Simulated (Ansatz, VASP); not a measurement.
**One calculation of ZnS, two programs**

The input POSCAR:

```
ZnS
1.0
    0.0000000000      2.6838652254      2.6838652254
    2.6838652254      0.0000000000      2.6838652254
    2.6838652254      2.6838652254      0.0000000000
Zn S
1 1
Direct
    0.7500000000      0.7500000000      0.7500000000
    0.0000000000      0.0000000000      0.0000000000
```

INCAR.step1

```
ALGO     = Normal         # electronic algorithm
EDIFF    = 1E-5           # SCF threshold, eV
ENCUT    = 520            # plane-wave cutoff, eV
GGA      = PE             # functional
ISIF     = 2              # what is computed and relaxed
ISMEAR   = -1             # smearing method
LASPH    = T              # aspherical terms in the spheres
LREAL    = F              # projectors in reciprocal space
LWAVE    = T              # write WAVECAR
NBANDS   = 16             # bands
NELM     = 80             # most SCF steps
PREC     = Accurate       # precision mode
SIGMA    = 0.05           # smearing width, eV
```

INCAR.step2

```
AEXX     = 0.25           # exact-exchange fraction
ALGO     = Normal         # electronic algorithm
EDIFF    = 1E-6           # SCF threshold, eV
ENCUT    = 520            # plane-wave cutoff, eV
ISIF     = 2              # what is computed and relaxed
ISMEAR   = -1             # smearing method
ISTART   = 1            
LASPH    = T              # aspherical terms in the spheres
LCHARG   = T              # write CHGCAR
LELF     = T              # ELF
LHFCALC  = T              # exact exchange
LMIXTAU  = T            
LREAL    = F              # projectors in reciprocal space
LVHAR    = T            
LWAVE    = F              # write WAVECAR
METAGGA  = R2SCAN         # meta-GGA
NBANDS   = 16             # bands
NELM     = 80             # most SCF steps
PREC     = Accurate       # precision mode
PRECFOCK = Normal       
SIGMA    = 0.05           # smearing width, eV
```

Contents of KPOINTS:

```
k-points
0
Gamma
  5 5 5
```

File input.yaml:

```yaml
crystal:
  lattice:
    - [0.0, 2.6838652254, 2.6838652254]
    - [2.6838652254, 0.0, 2.6838652254]
    - [2.6838652254, 2.6838652254, 0.0]
  atoms:
    - { symbol: Zn, position: [0.75, 0.75, 0.75] }
    - { symbol: S, position: [0.0, 0.0, 0.0] }
hamiltonian:
  xc: r2scan0
  pseudopotentials: { kind: paw }
kpoints:
  mp_grid: { grid: [5, 5, 5] }
scf:
  occupations: { method: fermi_dirac, width: 0.05 }
output:
  forces: true
  stress: true
  eigenvalues: true
```

Alike in both runs: task single point; functional r2SCAN0; k mesh 5 × 5 × 5; occupations fermi-dirac, width 0.05 eV; no spin polarisation.

|  | VASP | Ansatz |
| --- | --- | --- |
| version | VASP 6.6.1 | Ansatz 0.2.0 |
| potentials or method | VASP PAW PBE potentials, release 64 (Zn, S) | Ansatz PAW |
| plane-wave cutoff (eV) | 520 | 500 |
| valence electrons in the cell | 18 | 18 |

VASP gave:

* gap on the k mesh at the Fermi level (eV): 4.48
* least direct gap on the mesh (eV): 4.48
* pressure (GPa): 1.1

Estimate Ansatz's values.

gap on the k mesh at the Fermi level (eV): 4.46; least direct gap on the mesh (eV): 4.46; pressure (GPa): 1.2.

VASP's potentials were made for PBE, not for r2SCAN0.

Noted on Ansatz's run: odd divisions of the mesh miss points on the zone boundary, where band edges often lie, so the gap on the mesh can be too wide.
